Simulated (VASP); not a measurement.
# Ir (P6_3/mmc) in VASP: notebook

Ir is run at these levels: r2SCAN; tasks: relaxation of cell and atoms, single point.

All numbers are computed with VASP 6.6.1; they aren't measurements. Logs are shortened: lines on timing, memory, paths and dates and some standing lists are left out, and cuts for length are marked.

## 1. The cell of the first run

The structure is hexagonal, space group P6_3/mmc (No. 194). Conventional cell: a = 2.723 Å, b = 2.723 Å, c = 4.445 Å, α = 90.00°, β = 90.00°, γ = 120.00°. Ir (site symmetry -6m2) has 12 Ir at 2.72 Å within 3.6 Å.

This isn't the form of Ir at room conditions, which is fcc.

## 2. Relaxation of cell and atoms, r2SCAN

File POSCAR:

```
Ir
1.0
    2.7226443278      0.0000000000      0.0000000000
   -1.3613221639      2.3578791533      0.0000000000
    0.0000000000      0.0000000000      4.4448990357
Ir
2
Direct
    0.3333333333      0.6666666667      0.2500000000
    0.6666666667      0.3333333333      0.7500000000
```

File INCAR.step1:

```
SYSTEM = Ir
  PREC = Accurate
  ENCUT = 600
  ISMEAR = 0
  SIGMA = 0.1
  LREAL = .FALSE.
  LASPH = .TRUE.
  NELM = 60
  GGA = PE
  ALGO = Normal
  EDIFF = 1E-4
  LWAVE = .TRUE.
  LCHARG = .FALSE.
```

File INCAR.step2:

```
SYSTEM = Ir
  PREC = Accurate
  ENCUT = 600
  EDIFF = 1E-6
  ISMEAR = 0
  SIGMA = 0.1
  LREAL = .FALSE.
  LASPH = .TRUE.
  NELM = 60
  ALGO = Normal
  ISIF = 3
  LWAVE = .FALSE.
  LCHARG = .FALSE.
  METAGGA = R2SCAN
  LMIXTAU = .TRUE.
  IBRION = 2
  NSW = 80
  EDIFFG = -0.01
  ISTART = 1
```

File KPOINTS:

```
Automatic mesh
0
G
  18 18 10
  0 0 0
```

Potentials or basis: VASP PAW PBE potentials, release 64 (Ir).

The run is started by

```bash
> cat potpaw_PBE.64/Ir/POTCAR > POTCAR
> cp INCAR.step1 INCAR
> mpirun -np 1 vasp_std > vasp.out
> cp INCAR.step2 INCAR
> mpirun -np 1 vasp_std > vasp.out
```

OUTCAR:

```text
SYSTEM = Ir
   PREC = Accurate
   ENCUT = 600
   EDIFF = 1E-6
   ISMEAR = 0
   LREAL = .FALSE.
   LASPH = .TRUE.
   NELM = 60
   ISIF = 3
   METAGGA = R2SCAN
   IBRION = 2
   NSW = 80
   EDIFFG = -0.01
   ISTART = 1

 ion  position               nearest neighbor table
   1  0.333  0.667  0.250-   2 2.72   2 2.72   2 2.72   2 2.72   2 2.72   2 2.72
   2  0.667  0.333  0.750-   1 2.72   1 2.72   1 2.72   1 2.72   1 2.72   1 2.72

  LATTYP: Found a hexagonal cell.
 ALAT       =     2.7226443278
 C/A-ratio  =     1.6325669094

  Lattice vectors:

 A1 = (   2.7226443278,   0.0000000000,   0.0000000000)
 A2 = (  -1.3613221639,   2.3578791533,   0.0000000000)
 A3 = (   0.0000000000,   0.0000000000,   4.4448990357)

Analysis of symmetry for initial positions (statically):
=====================================================================
 Subroutine PRICEL returns:
 Original cell was already a primitive cell.

 Routine SETGRP: Setting up the symmetry group for a
 hexagonal supercell.

 Subroutine GETGRP returns: Found 24 space group operations
 (whereof 12 operations were pure point group operations)
 out of a pool of 24 trial point group operations.

The static configuration has the point symmetry D_3d.
 The point group associated with its full space group is D_6h.

Analysis of symmetry for dynamics (positions and initial velocities):
=====================================================================
 Subroutine PRICEL returns:
 Original cell was already a primitive cell.

 Routine SETGRP: Setting up the symmetry group for a
 hexagonal supercell.

 Subroutine GETGRP returns: Found 24 space group operations
 (whereof 12 operations were pure point group operations)
 out of a pool of 24 trial point group operations.

The dynamic configuration has the point symmetry D_3d.
 The point group associated with its full space group is D_6h.

 Subroutine INISYM returns: Found 24 space group operations
 (whereof 12 operations are pure point group operations),
 and found     1 'primitive' translations

----------------------------------------------------------------------------------------

                                     Primitive cell

  volume of cell :      28.5348

  direct lattice vectors                    reciprocal lattice vectors
     2.722644328  0.000000000  0.000000000     0.367289987  0.212054973  0.000000000
    -1.361322164  2.357879153  0.000000000     0.000000000  0.424109946  0.000000000
     0.000000000  0.000000000  4.444899036     0.000000000  0.000000000  0.224976989

  length of vectors
     2.722644328  2.722644328  4.444899036     0.424109946  0.424109946  0.224976989

  position of ions in fractional coordinates (direct lattice)
     0.333333333  0.666666667  0.250000000
     0.666666667  0.333333333  0.750000000

  ion indices of the primitive-cell ions
   primitive index   ion index
                 1           1
                 2           2

----------------------------------------------------------------------------------------

 KPOINTS: Automatic mesh

Automatic generation of k-mesh.
 Grid dimensions read from file:
 generate k-points for:   18   18   10

 Generating k-lattice:

  Cartesian coordinates                     Fractional coordinates (reciprocal lattice)
     0.020404999  0.011780832  0.000000000     0.055555556  0.000000000  0.000000000
     0.000000000  0.023561664  0.000000000     0.000000000  0.055555556  0.000000000
     0.000000000  0.000000000  0.022497699     0.000000000  0.000000000  0.100000000

  Length of vectors
     0.023561664  0.023561664  0.022497699

  Shift w.r.t. Gamma in fractional coordinates (k-lattice)
     0.000000000  0.000000000  0.000000000

 Subroutine IBZKPT returns following result:
 ===========================================

 Found    222 irreducible k-points:

 Following reciprocal coordinates:
            Coordinates               Weight
  0.000000  0.000000  0.000000      1.000000
  0.055556 -0.000000  0.000000      6.000000
  0.111111 -0.000000  0.000000      6.000000
  0.166667  0.000000  0.000000      6.000000
  0.222222  0.000000  0.000000      6.000000
  0.277778 -0.000000  0.000000      6.000000
[... 16 lines left out ...]
  0.333333  0.111111  0.000000     12.000000
  0.388889  0.111111  0.000000     12.000000
 [... further k-points ...]
   k-points           NKPTS =    222   k-points in BZ     NKDIM =    222   number of bands    NBANDS=     13
   number of dos      NEDOS =    301   number of ions     NIONS =      2
   total plane-waves  NPLWV =  20736
   dimension x,y,z NGX =    24 NGY =   24 NGZ =   36
   dimension x,y,z NGXF=    48 NGYF=   48 NGZF=   72
   ions per type =               2
   NGX,Y,Z   is equivalent  to a cutoff of  14.65, 14.65, 13.46 a.u.
   NGXF,Y,Z  is equivalent  to a cutoff of  29.31, 29.31, 26.93 a.u.
 SYSTEM =  Ir
   PREC   = accura    normal or accurate (medium, high low for compatibility)
   ISTART =      1    job   : 0-new  1-cont  2-samecut
   ICHARG =      0    charge: 1-file 2-atom 10-const
   ISPIN  =      1    spin polarized calculation?
   LNONCOLLINEAR =      F non collinear calculations
   LSORBIT =      F    spin-orbit coupling
   LASPH  =      T    aspherical Exc in radial PAW
   ENCUT  =  600.0 eV  44.10 Ry    6.64 a.u.   5.44  5.44  8.88*2*pi/ulx,y,z
   NELM   =     60;   NELMIN=  2; NELMDL=  0     # of ELM steps
   EDIFF  = 0.1E-05   stopping-criterion for ELM
   LREAL  =      F    real-space projection
   EDIFFG = -.1E-01   stopping-criterion for IOM
   NSW    =     80    number of steps for IOM
   IBRION =      2    ionic relax: 0-MD 1-quasi-New 2-CG
   NFREE  =      1    steps in history (QN), initial steepest desc. (CG)
   ISIF   =      3    stress and relaxation
   ISYM   =      2    0-nonsym 1-usesym 2-fastsym
   POTIM  = 0.5000    time-step for ionic-motion
   TEBEG  =    0.0;   TEEND  =   0.0 temperature during run
   PSTRESS=    0.0 pullay stress
   NELECT =      18.0000    total number of electrons
   NUPDOWN=      -1.0000    fix difference up-down
   EMIN   =  10.00;   EMAX   =-10.00  energy-range for DOS
   EFERMI =   0.00;   METHOD = LEGACY
   ISMEAR =     0;   SIGMA  =   0.10  broadening in eV -4-tet -1-fermi 0-gaus
   EFERMI_NEDOS =   21; number of points for ismear=-14 and -15
   IALGO  =     38    algorithm
   IMIX   =      4    mixing-type and parameters
     AMIX     =   0.40;   BMIX     =  1.00
     AMIX_MAG =   1.60;   BMIX_MAG =  1.00
  volume/ion in A,a.u.               =      14.27        96.28
  Fermi-wavevector in a.u.,A,eV,Ry     =   1.404023  2.653219 26.820900  1.971281
  Thomas-Fermi vector in A             =   2.526626
   LORBIT       =      0    0 simple, 1 ext, 2 COOP (PROOUT), +10 PAW based schemes
   METAGGA = R2SCAN    functional components
   LHFCALC =     F    Hartree Fock is set to
   AEXX    =    0.0000 exact exchange contribution
   IVDW    =     0    specifies the selected vdW correction
   LEPSILON=     F    determine dielectric tensor
   LRPA    =     F    only Hartree local field effects (RPA)
 conjugate gradient relaxation of ions
 non-spin polarized calculation
 Gauss-broadening in eV      SIGMA  =   0.10
  energy-cutoff  :      600.00
  volume of cell :       28.53
 maximum number of plane-waves:       989
 NGX is ok and might be reduce to    24
   NGX = 11   NGY = 11   NGZ = 17

--------------------------------------- Ionic step        1  -------------------------------------------

 number of electron      18.0000000 magnetization

 Free energy of the ion-electron system (eV)
  ---------------------------------------------------
  ext. energy  EPLUGINS =         0.00000000
  ---------------------------------------------------
  free energy    TOTEN  =      -104.56003979 eV

  energy without entropy =     -104.55016319  energy(sigma->0) =     -104.55510149

------------------------ aborting loop because EDIFF is reached ----------------------------------------

  FORCE on cell =-STRESS in cart. coord.  units (eV):
  Direction    XX          YY          ZZ          XY          YZ          ZX
  --------------------------------------------------------------------------------------
  -------------------------------------------------------------------------------------
  Total        0.5835086      0.5835086      0.0901460      0.0000000     -0.0000000      0.0000000
  in kB       32.7629862     32.7629862      5.0615408      0.0000000     -0.0000000      0.0000000
  external PRESSURE =      23.5291711 kB  Pullay stress =       0.0000000 kB
[... 21 lines left out ...]
  energy  without entropy=     -104.5501631928  energy(sigma->0) =     -104.55510149

--------------------------------------- Ionic step        2  -------------------------------------------

 number of electron      17.9999998 magnetization

 E-fermi :   9.6603     XC(G=0): -15.0692

 val. band max:        9.6538587359   @ k =   0.3333   0.1111   0.2000
 cond. band min:       9.6698031708   @ k =   0.2222   0.1667   0.2000
 fundamental gap:      0.0159444350
 Fermi energy:         9.6602919469

 k-point     1 :       0.0000    0.0000    0.0000
  band No.  band energies     occupation
      1      -1.5921      2.00000
      2       1.5460      2.00000
      3       5.8243      2.00000
      4       5.8743      2.00000
      5       5.8743      2.00000
      6       6.5233      2.00000
      7       6.5233      2.00000
      8       7.2484      2.00000
      9       7.2484      2.00000
     10       9.0162      2.00000
     11       9.9051      0.00054
     12       9.9051      0.00054
     13      16.8214      0.00000
[... 473 lines left out ...]
  energy  without entropy=     -104.5524944060  energy(sigma->0) =     -104.55739927

--------------------------------------- Ionic step        5  -------------------------------------------

 number of electron      17.9999999 magnetization

 Free energy of the ion-electron system (eV)
  ---------------------------------------------------
  ext. energy  EPLUGINS =         0.00000000
  ---------------------------------------------------
  free energy    TOTEN  =      -104.56251887 eV

  energy without entropy =     -104.55263734  energy(sigma->0) =     -104.55757811

 E-fermi :  10.0675     XC(G=0): -15.2344

 val. band max:       10.0617975068   @ k =   0.3889  -0.0000   0.0000
 cond. band min:      10.0716604336   @ k =   0.3333   0.3333   0.1000
 fundamental gap:      0.0098629268
 Fermi energy:        10.0675369375

 k-point     1 :       0.0000    0.0000    0.0000
  band No.  band energies     occupation
      1      -1.4491      2.00000
      2       1.6847      2.00000
      3       6.0460      2.00000
      4       6.1413      2.00000
      5       6.1413      2.00000
      6       6.8073      2.00000
      7       6.8073      2.00000
      8       7.6074      2.00000
      9       7.6074      2.00000
     10       9.3110      2.00000
     11      10.3269      0.00024
     12      10.3269      0.00024
     13      17.3977      0.00000
[... 397 lines left out ...]
  FREE ENERGIE OF THE ION-ELECTRON SYSTEM (eV)
  ---------------------------------------------------
  free  energy   TOTEN  =      -104.5625188700 eV

  energy  without entropy=     -104.5526373431  energy(sigma->0) =     -104.55757811

 reached required accuracy - stopping structural energy minimisation
```

Wall time 7 min (1 thread of Intel Xeon 6975P-C (Granite Rapids), shared host); peak memory 0.25 GiB.

Results:

- Free energy: -104.5625 eV
- Relaxed volume: 14.36 Å³/atom
- Relaxed cell: a = 2.735 Å, b = 2.735 Å, c = 4.432 Å, α = 90.00°, β = 90.00°, γ = 120.00°
- Space group after relaxing (to 0.1 Å): P6_3/mmc (No. 194)
- Energy gained by relaxing: 1.2 meV/atom
- Ionic steps: 5
- Pressure after relaxing: 0.0 GPa
- Band gap on the k mesh: zero (bands 9 and 10 overlap by 3.37 eV)

The path:
```
step  energy change (eV)  largest force (eV/Å)  pressure (GPa)  volume (Å³)
   1              0.0000                0.0000            2.35        28.53
   2              0.0166                0.0000           -8.37        29.41
   3             -0.0020                0.0000           -0.45        28.75
   4             -0.0023                0.0000            0.30        28.69
   5             -0.0025                0.0000           -0.01        28.71
```

Final structure:
```yaml
crystal:
  lattice:
    - [2.73505, 0.00000, 0.00000]
    - [-1.36753, 2.36862, 0.00000]
    - [0.00000, 0.00000, 4.43227]
  atoms:
    - { symbol: Ir, position: [0.33333, 0.66667, 0.25000] }
    - { symbol: Ir, position: [0.66667, 0.33333, 0.75000] }
```

Caveat: the PAW data sets were made with another functional, which shifts forces and pressure a little; spin-orbit coupling is left out, which moves the levels of the heavy elements.

(Continued in part 2 of 2.)

The gap in the log of VASP goes by the Fermi energy; the results here count the filled bands.